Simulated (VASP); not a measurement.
# Ni3Cl (Pm-3m) in VASP: further runs, part 2 of 2

VASP 6.6.1. The steps go on from the part before.

### 3 Relaxation of cell and atoms, PBE, collinear spin, ferromagnetic start

This run uses another cell than the first one, of 12.43 Å³/atom.

INCAR

```
ALGO = Normal ; EDIFF = 1E-7
EDIFFG = -0.04 ; ENCUT = 600
GGA = PE ; IBRION = 2
ISIF = 3 ; ISMEAR = 0
ISPIN = 2 ; LASPH = T
LCHARG = F ; LMAXMIX = 4
LORBIT = 11 ; LREAL = F
LWAVE = F ; MAGMOM = 0.74 0.74 0.74 0
NELM = 150 ; NSW = 90
PREC = Accurate ; SIGMA = 0.1
```

KPOINTS

```
k-points
0
Gamma
  6 6 6
```

POSCAR

```
Ni3Cl
1.0
    3.6767551065      0.0000000000      0.0000000000
    0.0000000000      3.6767551065      0.0000000000
    0.0000000000      0.0000000000      3.6767551065
Ni Cl
3 1
Direct
    0.0000000000      0.5000000000      0.5000000000
    0.5000000000      0.0000000000      0.5000000000
    0.5000000000      0.5000000000      0.0000000000
    0.0000000000      0.0000000000      0.0000000000
```

Potentials or basis: VASP PAW PBE potentials, release 64 (Ni, Cl).

Run with:

```sh
$ cat potpaw_PBE.64/Ni/POTCAR potpaw_PBE.64/Cl/POTCAR > POTCAR
$ mpirun -np 1 vasp_std > vasp.out
```

OUTCAR:

```text
EDIFF = 1E-7
   EDIFFG = -0.04
   ENCUT = 600
   GGA = PE
   IBRION = 2
   ISIF = 3
   ISMEAR = 0
   ISPIN = 2
   LASPH = T
   LORBIT = 11
   LREAL = F
   NELM = 150
   NSW = 90
   PREC = Accurate

 ion  position               nearest neighbor table
   1  0.000  0.500  0.500-   2 2.60   3 2.60   4 2.60   3 2.60   4 2.60   2 2.60   4 2.60   4 2.60
                             2 2.60   3 2.60   3 2.60   2 2.60
   2  0.500  0.000  0.500-   1 2.60   3 2.60   4 2.60   3 2.60   4 2.60   1 2.60   3 2.60   3 2.60
                             1 2.60   4 2.60   4 2.60   1 2.60
   3  0.500  0.500  0.000-   1 2.60   2 2.60   4 2.60   1 2.60   2 2.60   2 2.60   4 2.60   2 2.60
                             1 2.60   4 2.60   1 2.60   4 2.60
   4  0.000  0.000  0.000-   1 2.60   2 2.60   3 2.60   1 2.60   2 2.60   1 2.60   3 2.60   1 2.60
                             2 2.60   3 2.60   2 2.60   3 2.60

  LATTYP: Found a simple cubic cell.
 ALAT       =     3.6767551065

  Lattice vectors:

 A1 = (   3.6767551065,   0.0000000000,   0.0000000000)
 A2 = (   0.0000000000,   3.6767551065,   0.0000000000)
 A3 = (   0.0000000000,   0.0000000000,   3.6767551065)

Analysis of symmetry for initial positions (statically):
=====================================================================
 Subroutine PRICEL returns:
 Original cell was already a primitive cell.

 Routine SETGRP: Setting up the symmetry group for a
 simple cubic supercell.

 Subroutine GETGRP returns: Found 48 space group operations
 (whereof 48 operations were pure point group operations)
 out of a pool of 48 trial point group operations.

The static configuration has the point symmetry O_h .

Analysis of symmetry for dynamics (positions and initial velocities):
=====================================================================
 Subroutine PRICEL returns:
 Original cell was already a primitive cell.

 Routine SETGRP: Setting up the symmetry group for a
[... 168 lines left out ...]

 E-fermi :   8.9586     XC(G=0): -12.4095

 val. band max:        8.9565025197   @ k =   0.5000   0.3333   0.0000
 cond. band min:       8.9624265648   @ k =   0.5000   0.3333   0.1667
 fundamental gap:      0.0059240451
 Fermi energy:         8.9585909299

 spin component 1

 k-point     1 :       0.0000    0.0000    0.0000
  band No.  band energies     occupation
      1      -9.4221      1.00000
      2       3.0113      1.00000
      3       3.0113      1.00000
      4       3.0113      1.00000
      5       3.4873      1.00000
      6       5.4845      1.00000
[... 509 lines left out ...]
     22      12.0555      0.00000
     23      12.0555      0.00000
 Fermi energy:         8.9585909299

 spin component 2

 k-point     1 :       0.0000    0.0000    0.0000
  band No.  band energies     occupation
      1      -9.3606      1.00000
      2       3.0558      1.00000
      3       3.0558      1.00000
      4       3.0558      1.00000
      5       3.5680      1.00000
      6       5.9237      1.00000
[... 509 lines left out ...]
     22      12.5323      0.00000
     23      12.5323      0.00000

------------------------ aborting loop because EDIFF is reached ----------------------------------------

  FORCE on cell =-STRESS in cart. coord.  units (eV):
  Direction    XX          YY          ZZ          XY          YZ          ZX
  --------------------------------------------------------------------------------------
  -------------------------------------------------------------------------------------
  Total        0.0748420      0.0748420      0.0748420      0.0000000      0.0000000     -0.0000000
  in kB        2.4124710      2.4124710      2.4124710      0.0000000      0.0000000     -0.0000000
  external PRESSURE =       2.4124710 kB  Pullay stress =       0.0000000 kB

 VOLUME and BASIS-vectors are now :
 -----------------------------------------------------------------------------
  energy-cutoff  :      600.00
  volume of cell :       49.70
      direct lattice vectors                 reciprocal lattice vectors
     3.676755106  0.000000000  0.000000000     0.271978952  0.000000000  0.000000000
     0.000000000  3.676755106  0.000000000     0.000000000  0.271978952  0.000000000
     0.000000000  0.000000000  3.676755106     0.000000000  0.000000000  0.271978952

 POSITION                                       TOTAL-FORCE (eV/Angst)
 -----------------------------------------------------------------------------------
      0.00000      1.83838      1.83838         0.000000      0.000000      0.000000
      1.83838      0.00000      1.83838         0.000000      0.000000      0.000000
      1.83838      1.83838      0.00000         0.000000      0.000000      0.000000
      0.00000      0.00000      0.00000         0.000000      0.000000      0.000000
 -----------------------------------------------------------------------------------
    total drift:                                0.000000      0.000000     -0.000000

  FREE ENERGIE OF THE ION-ELECTRON SYSTEM (eV)
  ---------------------------------------------------
  free  energy   TOTEN  =       -15.8457329760 eV

  energy  without entropy=      -15.8131759676  energy(sigma->0) =      -15.82945447

 reached required accuracy - stopping structural energy minimisation

 total charge

# of ion       s       p       d       tot
------------------------------------------
    1        0.396   0.338   8.410   9.144
    2        0.396   0.338   8.410   9.144
    3        0.396   0.338   8.410   9.144
    4        1.649   3.282   0.000   4.931
--------------------------------------------------
tot          2.839   4.296  25.229  32.364

 magnetization (x)

# of ion       s       p       d       tot
------------------------------------------
    1       -0.008  -0.010   0.677   0.659
    2       -0.008  -0.010   0.677   0.659
    3       -0.008  -0.010   0.677   0.659
    4       -0.001   0.073   0.000   0.072
--------------------------------------------------
tot         -0.026   0.044   2.031   2.049
```

OSZICAR:

```text
N       E                     dE             d eps       ncg     rms          rms(c)
DAV:   1     0.256744435422E+03    0.25674E+03   -0.18784E+04  1840   0.229E+03
DAV:   2     0.218519331157E+01   -0.25456E+03   -0.24777E+03  1840   0.403E+02
DAV:   3    -0.165100060708E+02   -0.18695E+02   -0.17865E+02  2158   0.126E+02
DAV:   4    -0.171071878459E+02   -0.59718E+00   -0.59360E+00  2129   0.215E+01
DAV:   5    -0.171245412098E+02   -0.17353E-01   -0.17348E-01  2293   0.331E+00    0.284E+01
DAV:   6    -0.170051600962E+02    0.11938E+00   -0.20168E+01  2026   0.650E+01    0.130E+01
DAV:   7    -0.159528908583E+02    0.10523E+01   -0.93850E+00  2154   0.448E+01    0.919E+00
DAV:   8    -0.158611828872E+02    0.91708E-01   -0.62952E-01  2166   0.958E+00    0.506E+00
DAV:   9    -0.158518231667E+02    0.93597E-02   -0.25696E-02  2559   0.159E+00    0.319E+00
DAV:  10    -0.158459645997E+02    0.58586E-02   -0.22742E-02  2794   0.143E+00    0.698E-01
DAV:  11    -0.158458080732E+02    0.15653E-03   -0.32434E-03  2158   0.635E-01    0.201E-01
DAV:  12    -0.158457294663E+02    0.78607E-04   -0.42504E-04  2283   0.320E-01    0.745E-02
DAV:  13    -0.158457376034E+02   -0.81372E-05   -0.97129E-05  2667   0.745E-02    0.737E-02
DAV:  14    -0.158457338358E+02    0.37676E-05   -0.13887E-05  2287   0.530E-02    0.379E-02
DAV:  15    -0.158457331168E+02    0.71900E-06   -0.37118E-06  2652   0.151E-02    0.116E-02
DAV:  16    -0.158457329482E+02    0.16861E-06   -0.59040E-07  1952   0.854E-03    0.357E-03
DAV:  17    -0.158457329760E+02   -0.27792E-07   -0.84877E-08  1109   0.372E-03
   1 F= -.15845733E+02 E0= -.15829454E+02  d E =-.158457E+02  mag=     1.9861
```

It took 92 s on 1 thread of Oxide Virtual Turin-like, shared host; peak memory 0.18 GiB.

Results:

```yaml
Free_energy: -15.8457 eV
Pressure_after_relaxing: 0.2 GPa
Net_moment: 1.99 μB per cell
Site_moments: Ni +0.66; Cl +0.07 μB
Valence_electrons_inside_the_program's_atomic_spheres: Ni 9.14; Cl 4.93
```

Final structure:
```yaml
crystal:
  lattice:
    - [3.67676, 0.00000, 0.00000]
    - [0.00000, 3.67676, 0.00000]
    - [0.00000, 0.00000, 3.67676]
  atoms:
    - { symbol: Ni, position: [0.00000, 0.50000, 0.50000] }
    - { symbol: Ni, position: [0.50000, 0.00000, 0.50000] }
    - { symbol: Ni, position: [0.50000, 0.50000, 0.00000] }
    - { symbol: Cl, position: [0.00000, 0.00000, 0.00000] }
```

Caveat: the relaxation stopped at its first step, so nothing moved. With open d or f shells a metallic result of PBE can be an artefact of self-interaction; +U or a hybrid may open a gap.

### 4 Single point, PBE, collinear spin, ferromagnetic start

This run uses another cell than the first one, of 12.48 Å³/atom.

INCAR

```
PREC = Accurate
ENCUT = 520
EDIFF = 1E-6
ISMEAR = 0
SIGMA = 0.1
LREAL = False
LASPH = True
NELM = 150
ALGO = Normal
ISIF = 2
LWAVE = False
LCHARG = False
ISPIN = 2
MAGMOM = 0.75 0.75 0.75 0
LORBIT = 11
LMAXMIX = 4
GGA = PE
NBANDS = 30
```

KPOINTS

```
Automatic mesh
0
Gamma
  12 12 12
```

POSCAR

```
Ni3Cl
1.0
    3.6823191927      0.0000000000      0.0000000000
    0.0000000000      3.6823191927      0.0000000000
    0.0000000000      0.0000000000      3.6823191927
Ni Cl
3 1
Direct
    0.0000000000      0.5000000000      0.5000000000
    0.5000000000      0.0000000000      0.5000000000
    0.5000000000      0.5000000000      0.0000000000
    0.0000000000      0.0000000000      0.0000000000
```

Run with:

```sh
$ cat potpaw_PBE.64/Ni/POTCAR potpaw_PBE.64/Cl/POTCAR > POTCAR
$ mpirun -np 1 vasp_std > vasp.out
```

It took 8.2 min on 1 thread of Oxide Virtual Turin-like, shared host; peak memory 0.26 GiB.

It converged, with:

| Quantity | Value |
| --- | --- |
| Free energy | -15.8426 eV |
| Pressure | 0.0 GPa |
| Net moment | 2.09 μB per cell |
| Site moments | Ni +0.69; Cl +0.08 μB |
| Valence electrons inside the program's atomic spheres | Ni 9.14; Cl 4.93 |

Levels at points of the mesh, in eV from the Fermi level:
Spin up:
```csv
k point,band 17,band 18,band 19,band 20,band 21,band 22,band 23,band 24
"(0.00, 0.00, 0.00)",-0.54,-0.46,-0.46,-0.46,5.39,5.39,5.99,5.99
"(0.50, 0.00, 0.00)",-0.76,-0.56,-0.56,-0.46,1.78,4.63,4.63,5.40
"(0.50, 0.50, 0.00)",-1.05,-0.54,-0.54,-0.13,2.32,4.58,4.58,6.75
"(0.50, 0.50, 0.50)",-0.58,-0.58,-0.58,-0.41,3.07,3.07,3.07,7.60
```
Spin down:
```csv
k point,band 13,band 14,band 15,band 16,band 17,band 18,band 19,band 20,band 21,band 22
"(0.00, 0.00, 0.00)",-0.83,-0.83,-0.26,-0.26,0.26,0.48,0.48,0.48,5.70,5.70
"(0.50, 0.00, 0.00)",-0.87,-0.87,-0.66,-0.54,-0.15,0.00,0.00,0.48,2.04,4.78
"(0.50, 0.50, 0.00)",-0.91,-0.84,-0.79,-0.44,-0.35,0.16,0.16,0.40,2.31,4.81
"(0.50, 0.50, 0.50)",-0.96,-0.96,-0.56,-0.56,-0.45,0.30,0.30,0.30,3.57,3.57
```

With open d or f shells a metallic result of PBE can be an artefact of self-interaction; +U or a hybrid may open a gap.

### 5 Summary

| task | cell | k mesh | cutoff (eV) | gap on the mesh (eV) | pressure (GPa) | moment (μB) |
| --- | --- | --- | --- | --- | --- | --- |
| relaxation of cell and atoms | relaxed from a = 3.776 Å, 4 atoms | 4 × 4 × 4 | 600 | none | 0.1 | 2.00 |
| relaxation of cell and atoms | relaxed from a = 3.677 Å, 4 atoms | 6 × 6 × 6 | 600 | none | 0.2 | 1.99 |
| single point | a = 3.682 Å, 4 atoms | 12 × 12 × 12 | 520 | none | 0.0 | 2.09 |

Alike in all rows: level PBE; potentials or basis VASP PAW PBE potentials, release 64 (Ni, Cl); spin collinear, ferromagnetic start; smearing gaussian 0.1 eV.

Caveats: some runs use coarse meshes; the relaxation stopped at its first step, so nothing moved (at least some runs).

Total energies depend on the potentials used, so only differences within one code and one set of settings carry meaning.

The gap in the log of VASP goes by the Fermi energy; the results here count the filled bands.